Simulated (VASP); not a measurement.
Set up this calculation in VASP 6.6.1, as the native input.

| Property | Result |
| --- | --- |
| Task | single point |
| Functional | PBEsol |
| Potentials or basis | VASP PAW PBE potentials, release 64 (Si) |
| Cutoff | 500 eV |
| k mesh | 9 × 9 × 9 |
| Occupations | gaussian, width 0.02 eV |
| Spin | no spin polarisation |
| Dipole correction | no |
| Further INCAR settings | ALGO = Normal; EDIFF = 1e-06; NBANDS = 11 |

The structure of Si lies in POSCAR:

```
Si
1.0
    0.0414025346      2.7504657717      2.7504657717
    2.7504657717      0.0414025346      2.7504657717
    2.7504657717      2.7504657717      0.0414025346
Si
2
Direct
    0.0009409088      0.0009409088      0.0009409088
    0.2490590912      0.2490590912      0.2490590912
```

This cell differs from its parent crystal: strained cell.

One way to write it, as run:

INCAR

```
SYSTEM = Si
  PREC = Accurate
  ENCUT = 500
  EDIFF = 1E-6
  ISMEAR = 0
  SIGMA = 0.02
  LREAL = .False.
  LASPH = .True.
  NELM = 120
  ALGO = Normal
  ISIF = 2
  LWAVE = .False.
  LCHARG = .False.
  GGA = PS
  NBANDS = 11
  GGA_COMPAT = .False.
```

KPOINTS

```
regular mesh
0
Gamma
  9 9 9
  0 0 0
```

Potentials or basis: VASP PAW PBE potentials, release 64 (Si).

The run is started by

```bash
$ cat potpaw_PBE.64/Si/POTCAR > POTCAR
$ mpirun -np 1 vasp_std > vasp.out
```

Results of the run:

The pressure is -1.2 GPa and the band gap on the k mesh is 0.40 eV, indirect (least direct gap 2.19 eV).

Caveat: the cell differs from its parent crystal (strained cell); the PAW data sets were made with another functional, which shifts forces and pressure a little.

It took 23 s on 1 thread of Intel Xeon 6975P-C (shared host), peak memory 0.16 GiB.
